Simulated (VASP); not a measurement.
**GaP: single point with PBE**

**Measured values to compare with.**

From “Stacking defects in GaP nanowires: Electronic structure and optical properties”, 2018, arxiv:1810.01194, for a bulk crystal of GaP at 10 K: band gap 2.34 eV (indirect).

Crystal: GaP.

```
Ga P
1.0
     0.00000    2.75254    2.75254
     2.75254    0.00000    2.75254
     2.75254    2.75254    0.00000
Ga P
1 1
Cartesian
  0.0000 0.0000 0.0000
  1.3763 1.3763 1.3763
```

```json
{
  "Program": "VASP 6.6.1",
  "Task": "single point",
  "Functional": "PBE",
  "Potentials or basis": "VASP PAW PBE potentials, release 64 (Ga_d, P)",
  "Cutoff": "520 eV",
  "k mesh": "8 × 8 × 8",
  "Occupations": "gaussian, width 0.02 eV",
  "Spin": "no spin polarisation",
  "Dipole correction": "no",
  "Further INCAR settings": "ALGO = Normal; EDIFF = 1e-06; NBANDS = 16"
}
```

- Pressure: 0.0 GPa
- Band gap on the k mesh: 1.58 eV, direct

Levels at points of the mesh, in eV from the valence-band top:
| k point | band 5 | band 6 | band 7 | band 8 | band 9 | band 10 | band 11 | band 12 | band 13 | band 14 |
| --- | --- | --- | --- | --- | --- | --- | --- | --- | --- | --- |
| (0.00, 0.00, 0.00) | -14.41 | -12.27 | 0.00 | 0.00 | 0.00 | 1.58 | 3.90 | 3.90 | 3.90 | 8.68 |
| (0.50, 0.00, 0.00) | -14.41 | -10.30 | -6.46 | -1.07 | -1.07 | 1.58 | 4.73 | 4.73 | 8.23 | 10.68 |
| (0.50, 0.50, 0.00) | -14.39 | -9.44 | -6.61 | -2.58 | -2.58 | 1.72 | 1.85 | 10.37 | 10.37 | 10.93 |

Run time: 22 s on 1 thread of Intel Xeon 6975P-C (shared host), peak memory 0.17 GiB.

Measured gap of GaP: 2.34 eV (indirect; 10 K; quoted in “Stacking defects in GaP nanowires: Electronic structure and optical properties”, 2018, arxiv:1810.01194). This calculation gives 1.58 eV (-0.76 eV). Spin-orbit coupling on Ga is left out. The value is that of PBE on a finite k mesh, which can miss the band edges, without temperature or zero-point motion. Semilocal functionals fall short of measured gaps as a rule.
